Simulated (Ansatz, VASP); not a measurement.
## GaAs in VASP and in Ansatz

File INCAR:

```
SYSTEM = GaAs
PREC = Accurate
ENCUT = 520
EDIFF = 1E-7
ISMEAR = 0
SIGMA = 0.05
LREAL = .FALSE.
LASPH = .TRUE.
NELM = 80
ALGO = Normal
ISIF = 2
LWAVE = .FALSE.
LCHARG = .FALSE.
GGA = PS
NBANDS = 16
```

File KPOINTS:

```
regular mesh
0
G
  12 12 12
  0 0 0
```

File POSCAR:

```
GaAs
1.0
    0.0000000000      3.1731915787      2.2434464461
    3.1731915787      0.0000000000      2.2434464461
    3.1731915787      3.1731915787      0.0000000000
Ga As
1 1
Direct
    0.0000000000      0.0000000000      0.0000000000
    0.7500000000      0.7500000000      0.7500000000
```

Input for Ansatz:

```yaml
crystal:
  lattice:
    - [0.0, 3.1731915787, 2.2434464461]
    - [3.1731915787, 0.0, 2.2434464461]
    - [3.1731915787, 3.1731915787, 0.0]
  atoms:
    - { symbol: Ga, position: [0.0, 0.0, 0.0] }
    - { symbol: As, position: [0.75, 0.75, 0.75] }
basis:
  ecutwfc: 420
kpoints:
  mp_grid: { grid: [12, 12, 12] }
hamiltonian:
  xc: pbesol
scf:
  occupations: { method: gaussian, width: 0.05 }
output:
  forces: true
  stress: true
  eigenvalues: true
```

Alike in both runs: task single point; functional PBEsol; k mesh 12 × 12 × 12; occupations gaussian, width 0.05 eV; no spin polarisation.

```csv
,VASP,Ansatz
version,VASP 6.6.1,Ansatz 0.2.0
potentials or method,"VASP PAW PBE potentials, release 64 (Ga_d, As), cutoff 520 eV","scalar-relativistic, plane waves, PAW"
valence electrons in the cell,18,28
```

|  | VASP | Ansatz | Ansatz less VASP |
| --- | --- | --- | --- |
| gap on the k mesh at the Fermi level (eV) | none | none | - |
| pressure (GPa) | -2.2 | -2.3 | -0.15 |
| traceless stress, the component that is largest in VASP (GPa) | 5.52 | 5.56 | +0.040 |

VASP's potentials were made for PBE, not for PBEsol. A gap of «none» marks a metal or a gap that the smearing closes. VASP's potentials hold 18 valence electrons a cell and Ansatz's 28, so a difference there can come from the potentials and not from the codes.
